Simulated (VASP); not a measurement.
# BaSn (Cmcm) in VASP: single point with LDA

Aim: the single point of BaSn with LDA.

Everything below comes from runs of VASP 6.6.1. Logs are shortened: lines on timing, memory, paths and dates and some standing lists are left out, and cuts for length are marked.

### Step 1. The cell of the first run

It takes space group Cmcm (No. 63, orthorhombic). Conventional cell: a = 5.366 Å, b = 12.726 Å, c = 4.715 Å, α = 90.00°, β = 90.00°, γ = 90.00°. Within 4.8 Å of Ba (site symmetry m2m) lie 7 Sn at 3.66 to 3.77 Å and 8 Ba at 4.18 to 4.72 Å. Sn (site symmetry m2m) has 2 Sn at 2.99 Å and 7 Ba at 3.66 to 3.77 Å within 3.9 Å.

### Step 2. Single point, LDA

The input, INCAR:

```
SYSTEM = BaSn
PREC = Accurate
ENCUT = 520
EDIFF = 1E-6
ISMEAR = -1
SIGMA = 0.03
LREAL = .False.
LASPH = .True.
NELM = 100
ALGO = Normal
ISIF = 2
LWAVE = .False.
LCHARG = .False.
NBANDS = 32
```

The input, KPOINTS:

```
regular mesh
0
Gamma
  8 8 9
  0 0 0
```

The input, POSCAR:

```
BaSn
1.0
    2.6830657089     -6.3629077401      0.0000000000
    2.6830657089      6.3629077401      0.0000000000
    0.0000000000      0.0000000000      4.7151392200
Ba Sn
2 2
Direct
    0.1355751400      0.8644248600      0.7500000000
    0.8644248600      0.1355751400      0.2500000000
    0.4279408700      0.5720591300      0.7500000000
    0.5720591300      0.4279408700      0.2500000000
```

Potentials or basis: VASP PAW LDA potentials, release 64 (Ba_sv, Sn_d).

The run is started by

```
$ cat potpaw_LDA.64/Ba_sv/POTCAR potpaw_LDA.64/Sn_d/POTCAR > POTCAR
$ mpirun -np 1 vasp_std > vasp.out
```

OUTCAR:

```text
SYSTEM = BaSn
   PREC = Accurate
   ENCUT = 520
   EDIFF = 1E-6
   ISMEAR = -1
   LREAL = .False.
   LASPH = .True.
   NELM = 100
   ISIF = 2

 ion  position               nearest neighbor table
   1  0.136  0.864  0.750-   4 3.66   4 3.66   4 3.66   4 3.66   3 3.72   3 3.77   3 3.77   2 4.18
                             2 4.18   2 4.61   2 4.61   2 4.61   2 4.61
   2  0.864  0.136  0.250-   3 3.66   3 3.66   3 3.66   3 3.66   4 3.72   4 3.77   4 3.77   1 4.18
                             1 4.18   1 4.61   1 4.61   1 4.61   1 4.61
   3  0.428  0.572  0.750-   4 2.99   4 2.99   2 3.66   2 3.66   2 3.66   2 3.66   1 3.72   1 3.77
                             1 3.77
   4  0.572  0.428  0.250-   3 2.99   3 2.99   1 3.66   1 3.66   1 3.66   1 3.66   2 3.72   2 3.77
                             2 3.77

  LATTYP: Found a base centered orthorhombic cell.
 ALAT       =     5.3661314178
 B/A-ratio  =     2.3715064894
 C/A-ratio  =     0.8786850066

  Lattice vectors:

 A1 = (   2.6830657089,  -6.3629077401,   0.0000000000)
 A2 = (   2.6830657089,   6.3629077401,   0.0000000000)
 A3 = (   0.0000000000,   0.0000000000,   4.7151392200)

Analysis of symmetry for initial positions (statically):
=====================================================================
 Subroutine PRICEL returns:
 Original cell was already a primitive cell.

 Routine SETGRP: Setting up the symmetry group for a
 base centered orthorhombic supercell.

 Subroutine GETGRP returns: Found  8 space group operations
 (whereof  4 operations were pure point group operations)
 out of a pool of  8 trial point group operations.

The static configuration has the point symmetry C_2h.
 The point group associated with its full space group is D_2h.

Analysis of symmetry for dynamics (positions and initial velocities):
=====================================================================
 Subroutine PRICEL returns:
 Original cell was already a primitive cell.

 Routine SETGRP: Setting up the symmetry group for a
 base centered orthorhombic supercell.

 Subroutine GETGRP returns: Found  8 space group operations
 (whereof  4 operations were pure point group operations)
 out of a pool of  8 trial point group operations.

The dynamic configuration has the point symmetry C_2h.
 The point group associated with its full space group is D_2h.

 Subroutine INISYM returns: Found  8 space group operations
 (whereof  4 operations are pure point group operations),
 and found     1 'primitive' translations

----------------------------------------------------------------------------------------

                                     Primitive cell

  volume of cell :     160.9947

  direct lattice vectors                    reciprocal lattice vectors
     2.683065709 -6.362907740  0.000000000     0.186353990 -0.078580426  0.000000000
     2.683065709  6.362907740  0.000000000     0.186353990  0.078580426  0.000000000
     0.000000000  0.000000000  4.715139220     0.000000000  0.000000000  0.212082815

  length of vectors
     6.905464250  6.905464250  4.715139220     0.202244142  0.202244142  0.212082815

  position of ions in fractional coordinates (direct lattice)
     0.135575140  0.864424860  0.750000000
     0.864424860  0.135575140  0.250000000
     0.427940870  0.572059130  0.750000000
     0.572059130  0.427940870  0.250000000

  ion indices of the primitive-cell ions
   primitive index   ion index
                 1           1
                 2           2
                 3           3
                 4           4

----------------------------------------------------------------------------------------

 KPOINTS: regular mesh

Automatic generation of k-mesh.
 Grid dimensions read from file:
 generate k-points for:    8    8    9

 Generating k-lattice:

  Cartesian coordinates                     Fractional coordinates (reciprocal lattice)
     0.023294249 -0.009822553  0.000000000     0.125000000  0.000000000  0.000000000
     0.023294249  0.009822553  0.000000000     0.000000000  0.125000000  0.000000000
     0.000000000  0.000000000  0.023564757     0.000000000  0.000000000  0.111111111

  Length of vectors
     0.025280518  0.025280518  0.023564757

  Shift w.r.t. Gamma in fractional coordinates (k-lattice)
     0.000000000  0.000000000  0.000000000

 Subroutine IBZKPT returns following result:
 ===========================================

 Found    105 irreducible k-points:

 Following reciprocal coordinates:
            Coordinates               Weight
  0.000000  0.000000  0.000000      1.000000
  0.125000 -0.000000  0.000000      4.000000
  0.250000 -0.000000  0.000000      4.000000
  0.375000  0.000000  0.000000      4.000000
  0.500000 -0.000000  0.000000      2.000000
  0.125000  0.125000  0.000000      2.000000
[... 16 lines left out ...]
  0.125000 -0.000000  0.111111      8.000000
  0.250000 -0.000000  0.111111      8.000000
 [... further k-points ...]
   k-points           NKPTS =    105   k-points in BZ     NKDIM =    105   number of bands    NBANDS=     32
   number of dos      NEDOS =    301   number of ions     NIONS =      4
   total plane-waves  NPLWV = 104976
   dimension x,y,z NGX =    54 NGY =   54 NGZ =   36
   dimension x,y,z NGXF=   108 NGYF=  108 NGZF=   72
   ions per type =               2   2
   NGX,Y,Z   is equivalent  to a cutoff of  13.00, 13.00, 12.69 a.u.
   NGXF,Y,Z  is equivalent  to a cutoff of  26.00, 26.00, 25.39 a.u.
 SYSTEM =  BaSn
   PREC   = accura    normal or accurate (medium, high low for compatibility)
   ISTART =      0    job   : 0-new  1-cont  2-samecut
   ICHARG =      2    charge: 1-file 2-atom 10-const
   ISPIN  =      1    spin polarized calculation?
   LNONCOLLINEAR =      F non collinear calculations
   LSORBIT =      F    spin-orbit coupling
   LASPH  =      T    aspherical Exc in radial PAW
   ENCUT  =  520.0 eV  38.22 Ry    6.18 a.u.  12.84 12.84  8.77*2*pi/ulx,y,z
   NELM   =    100;   NELMIN=  2; NELMDL= -5     # of ELM steps
   EDIFF  = 0.1E-05   stopping-criterion for ELM
   LREAL  =      F    real-space projection
   EDIFFG = 0.1E-04   stopping-criterion for IOM
   NSW    =      0    number of steps for IOM
   IBRION =     -1    ionic relax: 0-MD 1-quasi-New 2-CG
   NFREE  =      0    steps in history (QN), initial steepest desc. (CG)
   ISIF   =      2    stress and relaxation
   ISYM   =      2    0-nonsym 1-usesym 2-fastsym
   POTIM  = 0.5000    time-step for ionic-motion
   TEBEG  =    0.0;   TEEND  =   0.0 temperature during run
   PSTRESS=    0.0 pullay stress
   NELECT =      48.0000    total number of electrons
   NUPDOWN=      -1.0000    fix difference up-down
   EMIN   =  10.00;   EMAX   =-10.00  energy-range for DOS
   EFERMI =   0.00;   METHOD = LEGACY
   ISMEAR =    -1;   SIGMA  =   0.03  broadening in eV -4-tet -1-fermi 0-gaus
   EFERMI_NEDOS =   21; number of points for ismear=-14 and -15
   IALGO  =     38    algorithm
   IMIX   =      4    mixing-type and parameters
     AMIX     =   0.40;   BMIX     =  1.00
     AMIX_MAG =   1.60;   BMIX_MAG =  1.00
  volume/ion in A,a.u.               =      40.25       271.61
  Fermi-wavevector in a.u.,A,eV,Ry     =   1.093666  2.066729 16.274005  1.196106
  Thomas-Fermi vector in A             =   2.229956
   LORBIT       =      0    0 simple, 1 ext, 2 COOP (PROOUT), +10 PAW based schemes
   GGA     = CA    functional components
   LHFCALC =     F    Hartree Fock is set to
   AEXX    =    0.0000 exact exchange contribution
   IVDW    =     0    specifies the selected vdW correction
   LEPSILON=     F    determine dielectric tensor
   LRPA    =     F    only Hartree local field effects (RPA)
 non-spin polarized calculation
  energy-cutoff  :      520.00
  volume of cell :      160.99
 maximum number of plane-waves:      4356
 NGX is ok and might be reduce to    54
   NGX = 25   NGY = 25   NGZ = 17

 number of electron      47.9999994 magnetization

 Free energy of the ion-electron system (eV)
  ---------------------------------------------------
  ext. energy  EPLUGINS =         0.00000000
  ---------------------------------------------------
  free energy    TOTEN  =       -16.38422259 eV

  energy without entropy =      -16.37956265  energy(sigma->0) =      -16.38189262

 E-fermi :   3.7775     XC(G=0):  -8.9086

 val. band max:        3.7642306379   @ k =   0.1250  -0.0000   0.4444
 cond. band min:       3.7807163734   @ k =   0.5000   0.5000   0.0000
 fundamental gap:      0.0164857355
 Fermi energy:         3.7775453506

 k-point     1 :       0.0000    0.0000    0.0000
  band No.  band energies     occupation
      1     -24.5768      2.00000
      2     -24.5250      2.00000
      3     -17.2974      2.00000
      4     -17.2030      2.00000
      5     -17.1383      2.00000
      6     -17.1335      2.00000
[... 24 lines left out ...]
     31       6.6555      0.00000
     32       6.9151      0.00000

 k-point     2 :       0.1250   -0.0000    0.0000
  band No.  band energies     occupation
      1     -24.5753      2.00000
      2     -24.5260      2.00000
      3     -17.2974      2.00000
      4     -17.2033      2.00000
      5     -17.1382      2.00000
      6     -17.1338      2.00000
[... 24 lines left out ...]
     31       6.9686      0.00000
     32       7.0359      0.00000

 k-point     3 :       0.2500   -0.0000    0.0000
  band No.  band energies     occupation
      1     -24.5715      2.00000
      2     -24.5286      2.00000
      3     -17.2974      2.00000
      4     -17.2040      2.00000
      5     -17.1379      2.00000
      6     -17.1343      2.00000
[... 24 lines left out ...]
     31       7.0328      0.00000
     32       7.6897      0.00000

 k-point     4 :       0.3750    0.0000    0.0000
  band No.  band energies     occupation
      1     -24.5672      2.00000
      2     -24.5318      2.00000
      3     -17.2973      2.00000
      4     -17.2048      2.00000
      5     -17.1376      2.00000
      6     -17.1349      2.00000
[... 654 lines left out ...]
     31       6.7290      0.00000
     32       6.9871      0.00000

 k-point    23 :       0.1250   -0.0000    0.1111
  band No.  band energies     occupation
      1     -24.5730      2.00000
      2     -24.5266      2.00000
      3     -17.2953      2.00000
      4     -17.1955      2.00000
      5     -17.1446      2.00000
      6     -17.1336      2.00000
[... 24 lines left out ...]
     31       6.8347      0.00000
     32       6.8967      0.00000

 k-point    24 :       0.2500   -0.0000    0.1111
  band No.  band energies     occupation
      1     -24.5694      2.00000
      2     -24.5291      2.00000
      3     -17.2953      2.00000
      4     -17.1961      2.00000
      5     -17.1444      2.00000
      6     -17.1338      2.00000
[... 24 lines left out ...]
     31       7.0902      0.00000
     32       7.4428      0.00000

 [... further k-points ...]

------------------------ aborting loop because EDIFF is reached ----------------------------------------

  FORCE on cell =-STRESS in cart. coord.  units (eV):
  Direction    XX          YY          ZZ          XY          YZ          ZX
  --------------------------------------------------------------------------------------
  -------------------------------------------------------------------------------------
  Total       -2.5408633     -2.2986455     -2.5152519      0.0000000      0.0000000      0.0000000
  in kB      -25.2860174    -22.8755284    -25.0311389      0.0000000      0.0000000      0.0000000
  external PRESSURE =     -24.3975616 kB  Pullay stress =       0.0000000 kB

 VOLUME and BASIS-vectors are now :
 -----------------------------------------------------------------------------
  energy-cutoff  :      520.00
  volume of cell :      160.99
      direct lattice vectors                 reciprocal lattice vectors
     2.683065709 -6.362907740  0.000000000     0.186353990 -0.078580426  0.000000000
     2.683065709  6.362907740  0.000000000     0.186353990  0.078580426  0.000000000
     0.000000000  0.000000000  4.715139220     0.000000000  0.000000000  0.212082815

 POSITION                                       TOTAL-FORCE (eV/Angst)
 -----------------------------------------------------------------------------------
      2.68307      4.63760      3.53635         0.000000      0.067905      0.000000
      2.68307     -4.63760      1.17878         0.000000     -0.067905      0.000000
      2.68307      0.91701      3.53635         0.000000     -0.044613     -0.000000
      2.68307     -0.91701      1.17878         0.000000      0.044613     -0.000000
 -----------------------------------------------------------------------------------
    total drift:                                0.000000      0.000000      0.000000

  FREE ENERGIE OF THE ION-ELECTRON SYSTEM (eV)
  ---------------------------------------------------
  free  energy   TOTEN  =       -16.3842225932 eV

  energy  without entropy=      -16.3795626476  energy(sigma->0) =      -16.38189262
```

Run time: 5.6 min. Hardware: 1 thread of Intel Xeon 6975P-C (Granite Rapids), shared host; peak memory 0.57 GiB.

Results:

```
Free energy            : -16.3842 eV
Pressure               : -2.4 GPa
Largest force          : 0.068 eV/Å
Band gap on the k mesh : zero (bands 24 and 25 overlap by 0.44 eV)
```

Forces in eV/Å, atoms in the order of the input:
```
Ba   0.000  0.068  0.000
Ba   0.000 -0.068  0.000
Sn   0.000 -0.045  0.000
Sn   0.000  0.045  0.000
```

Caveat: spin-orbit coupling is left out, which moves the levels of the heavy elements.
